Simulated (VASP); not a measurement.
# Te2Mo (P6_3/mmc) in VASP: a series of runs, part 2 of 2

VASP 6.6.1.

## (3) Single point, PBE (strain +0.025 along x and y, +0.025 along z)

Input file INCAR:

```
PREC = Accurate ; ENCUT = 520
EDIFF = 1E-6 ; ISMEAR = 0
SIGMA = 0.05 ; LREAL = F
LASPH = T ; NELM = 100
ALGO = Normal ; ISIF = 2
LWAVE = F ; LCHARG = F
GGA = PE ; NBANDS = 35
```

Input file KPOINTS:

```
Automatic mesh
0
Gamma
  12 12 2
```

Input file POSCAR:

```
Te2Mo
1.0
    3.6459930939      0.0000000000      0.0000000000
   -1.8229965469      3.1575226414      0.0000000000
    0.0000000000      0.0000000000     15.5848366244
Te Mo
4 2
Direct
    0.3333333333      0.6666666667      0.6310943552
    0.6666666667      0.3333333333      0.1310943552
    0.3333333333      0.6666666667      0.8689056448
    0.6666666667      0.3333333333      0.3689056448
    0.3333333333      0.6666666667      0.2500000000
    0.6666666667      0.3333333333      0.7500000000
```

Potentials or basis: VASP PAW PBE potentials, release 64 (Te, Mo_sv).

Run with:

```sh
> cat potpaw_PBE.64/Te/POTCAR potpaw_PBE.64/Mo_sv/POTCAR > POTCAR
> mpirun -np 1 vasp_std > vasp.out
```

OUTCAR:

```text
PREC = Accurate
   ENCUT = 520
   EDIFF = 1E-6
   ISMEAR = 0
   LREAL = F
   LASPH = T
   NELM = 100
   ISIF = 2
   GGA = PE

 ion  position               nearest neighbor table
   1  0.333  0.667  0.631-   6 2.80   6 2.80   6 2.80
   2  0.667  0.333  0.131-   5 2.80   5 2.80   5 2.80
   3  0.333  0.667  0.869-   6 2.80   6 2.80   6 2.80
   4  0.667  0.333  0.369-   5 2.80   5 2.80   5 2.80
   5  0.333  0.667  0.250-   2 2.80   4 2.80   2 2.80   4 2.80   2 2.80   4 2.80
   6  0.667  0.333  0.750-   1 2.80   3 2.80   1 2.80   3 2.80   1 2.80   3 2.80

  LATTYP: Found a hexagonal cell.
[... 1120 lines left out ...]
  -------------------------------------------------------------------------------------
  Total       -5.5844414     -5.5844414     -6.7489355     -0.0000000     -0.0000000      0.0000000
  in kB      -49.8684362    -49.8684362    -60.2672381     -0.0000000     -0.0000000      0.0000000
  external PRESSURE =     -53.3347035 kB  Pullay stress =       0.0000000 kB

 VOLUME and BASIS-vectors are now :
 -----------------------------------------------------------------------------
  energy-cutoff  :      520.00
  volume of cell :      179.42
      direct lattice vectors                 reciprocal lattice vectors
     3.645993094  0.000000000  0.000000000     0.274273696  0.158351992  0.000000000
    -1.822996547  3.157522641  0.000000000     0.000000000  0.316703984  0.000000000
     0.000000000  0.000000000 15.584836624     0.000000000  0.000000000  0.064164933

 POSITION                                       TOTAL-FORCE (eV/Angst)
 -----------------------------------------------------------------------------------
     -0.00000      2.10502      9.83550        -0.000000      0.000000      0.893357
      1.82300      1.05251      2.04308        -0.000000      0.000000      0.893357
     -0.00000      2.10502     13.54175        -0.000000      0.000000     -0.893357
      1.82300      1.05251      5.74933        -0.000000      0.000000     -0.893357
     -0.00000      2.10502      3.89621        -0.000000     -0.000000     -0.000000
      1.82300      1.05251     11.68863         0.000000      0.000000     -0.000000
 -----------------------------------------------------------------------------------
    total drift:                               -0.000000      0.000000     -0.000000

  FREE ENERGIE OF THE ION-ELECTRON SYSTEM (eV)
  ---------------------------------------------------
  free  energy   TOTEN  =       -35.8485775682 eV

  energy  without entropy=      -35.8485775682  energy(sigma->0) =      -35.84857757
```

OSZICAR:

```text
N       E                     dE             d eps       ncg     rms          rms(c)
DAV:   1     0.373863027743E+03    0.37386E+03   -0.26678E+04  3140   0.130E+03
DAV:   2    -0.154036626027E+02   -0.38927E+03   -0.37759E+03  3399   0.300E+02
DAV:   3    -0.367929425251E+02   -0.21389E+02   -0.20966E+02  3252   0.604E+01
DAV:   4    -0.373682610620E+02   -0.57532E+00   -0.57238E+00  3182   0.974E+00
DAV:   5    -0.373871626461E+02   -0.18902E-01   -0.18898E-01  3465   0.176E+00    0.178E+01
DAV:   6    -0.367926638358E+02    0.59450E+00   -0.87203E+00  2845   0.160E+01    0.931E+00
DAV:   7    -0.362853661977E+02    0.50730E+00   -0.74155E+00  2803   0.129E+01    0.589E+00
DAV:   8    -0.358646477538E+02    0.42072E+00   -0.85814E-01  2840   0.498E+00    0.226E+00
DAV:   9    -0.358552985781E+02    0.93492E-02   -0.27390E-01  3040   0.235E+00    0.917E-01
DAV:  10    -0.358482510004E+02    0.70476E-02   -0.37514E-02  2846   0.112E+00    0.445E-01
DAV:  11    -0.358485618161E+02   -0.31082E-03   -0.20937E-03  3029   0.209E-01    0.297E-01
DAV:  12    -0.358485715374E+02   -0.97213E-05   -0.20050E-04  2965   0.681E-02    0.188E-01
DAV:  13    -0.358485656062E+02    0.59312E-05   -0.36995E-04  2916   0.952E-02    0.439E-02
DAV:  14    -0.358485753953E+02   -0.97890E-05   -0.26296E-05  3268   0.228E-02    0.326E-02
DAV:  15    -0.358485773178E+02   -0.19225E-05   -0.70457E-06  2513   0.121E-02    0.136E-02
DAV:  16    -0.358485775682E+02   -0.25047E-06   -0.97231E-07  2109   0.445E-03
   1 F= -.35848578E+02 E0= -.35848578E+02  d E =-.186405E-25
```

stdout:

```text
POSCAR found type information on POSCAR TeMo
 POSCAR found :  2 types and       6 ions
 scaLAPACK will be used
 LDA part: xc-table for (Slater+PW92), standard interpolation
 POSCAR, INCAR and KPOINTS ok, starting setup
 FFT: planning ... GRIDC
 FFT: planning ... GRID_SOFT
 FFT: planning ... GRID
 WAVECAR not read
 entering main loop
```

Wall time 1.9 min (1 thread of Intel Xeon 6975P-C (Granite Rapids), shared host); peak memory 0.41 GiB.

Results:

- Free energy: -35.8486 eV
- Pressure: -5.3 GPa
- Largest force: 0.893 eV/Å
- Band gap on the k mesh: 0.92 eV, direct

Forces on the atoms (eV/Å):
```
Te   0.000  0.000  0.893
Te   0.000  0.000  0.893
Te   0.000  0.000 -0.893
Te   0.000  0.000 -0.893
Mo   0.000  0.000  0.000
Mo   0.000  0.000  0.000
```

Caveat: the cell differs from its parent crystal (strain +0.025 along x and y, +0.025 along z); spin-orbit coupling is left out, which moves the levels of the heavy elements; this functional lacks dispersion, which binds the layers, so the pressure and a relaxed spacing across them are unreliable.

## (4) Single point, PBE (strain +0.050 along x and y, +0.000 along z)

Input file INCAR:

```
SYSTEM = Te2Mo
PREC = Accurate
ENCUT = 520
EDIFF = 1E-6
ISMEAR = 0
SIGMA = 0.05
LREAL = .False.
LASPH = .True.
NELM = 60
ALGO = Normal
ISIF = 2
LWAVE = .False.
LCHARG = .False.
GGA = PE
NBANDS = 35
```

Input file KPOINTS:

```
regular mesh
0
Gamma
  12 12 2
  0 0 0
```

POSCAR: that of step 3 with these lines changed.

```diff
@@ -2,5 +2,5 @@
 1.0
-    3.6459930939      0.0000000000      0.0000000000
-   -1.8229965469      3.1575226414      0.0000000000
-    0.0000000000      0.0000000000     15.5848366244
+    3.7349197547      0.0000000000      0.0000000000
+   -1.8674598773      3.2345353887      0.0000000000
+    0.0000000000      0.0000000000     15.2047186580
 Te Mo
```

Run with:

```sh
> cat potpaw_PBE.64/Te/POTCAR potpaw_PBE.64/Mo_sv/POTCAR > POTCAR
> mpirun -np 1 vasp_std > vasp.out
```

Run time: 2 min. Hardware: 1 thread of Intel Xeon 6975P-C (Granite Rapids), shared host; peak memory 0.42 GiB.

It converged, with:

```
Free energy            : -35.6687 eV
Pressure               : -6.2 GPa
Largest force          : 0.710 eV/Å
Band gap on the k mesh : 0.62 eV, indirect (least direct gap 0.76 eV)
```

Forces on the atoms (eV/Å):
```
Te   0.000  0.000  0.710
Te   0.000  0.000  0.710
Te   0.000  0.000 -0.710
Te   0.000  0.000 -0.710
Mo   0.000  0.000  0.000
Mo   0.000  0.000  0.000
```

Stress tensor (GPa, compression positive):
```
-6.99  0.00  0.00
 0.00 -6.99  0.00
 0.00  0.00 -4.58
```

Levels at points of the mesh, in eV from the valence-band top:
```tsv
k point	band 22	band 23	band 24	band 25	band 26	band 27	band 28	band 29	band 30	band 31
(0.00, 0.00, 0.00)	-1.10	-1.10	-0.58	-0.52	0.00	2.36	2.36	2.41	2.41	2.57
(0.50, 0.00, 0.00)	-1.47	-0.79	-0.74	-0.70	-0.70	0.93	0.96	1.20	1.29	2.43
(0.00, 0.00, 0.50)	-1.11	-1.11	-1.11	-0.10	-0.10	2.38	2.38	2.38	2.38	2.62
(0.50, 0.00, 0.50)	-1.51	-0.75	-0.75	-0.72	-0.72	0.94	0.94	1.25	1.25	2.73
```

Caveat: the cell differs from its parent crystal (strain +0.050 along x and y, +0.000 along z); spin-orbit coupling is left out, which moves the levels of the heavy elements; this functional lacks dispersion, which binds the layers, so the pressure and a relaxed spacing across them are unreliable. A k mesh can miss the band edges.

## (5) Summary

| cell | gap on the mesh (eV) | pressure (GPa) | largest force (eV/Å) |
| --- | --- | --- | --- |
| a = 3.735, b = 3.735, c = 14.825 Å, angles 90.0, 90.0, 120.0°, 6 atoms | 0.41 | -4.4 | 0.18 |
| a = 3.646, b = 3.646, c = 15.585 Å, angles 90.0, 90.0, 120.0°, 6 atoms | 0.92 | -5.3 | 0.89 |
| a = 3.735, b = 3.735, c = 15.205 Å, angles 90.0, 90.0, 120.0°, 6 atoms | 0.62 | -6.2 | 0.71 |

Alike in all rows: task single point; level PBE; potentials or basis VASP PAW PBE potentials, release 64 (Te, Mo_sv); no spin polarisation; k mesh 12 × 12 × 2; cutoff (eV) 520; smearing gaussian 0.05 eV.

Caveats: spin-orbit coupling is left out, which moves the levels of the heavy elements; this functional lacks dispersion, which binds the layers, so the pressure and a relaxed spacing across them are unreliable.

Total energies depend on the potentials used, so only differences within one code and one set of settings carry meaning.
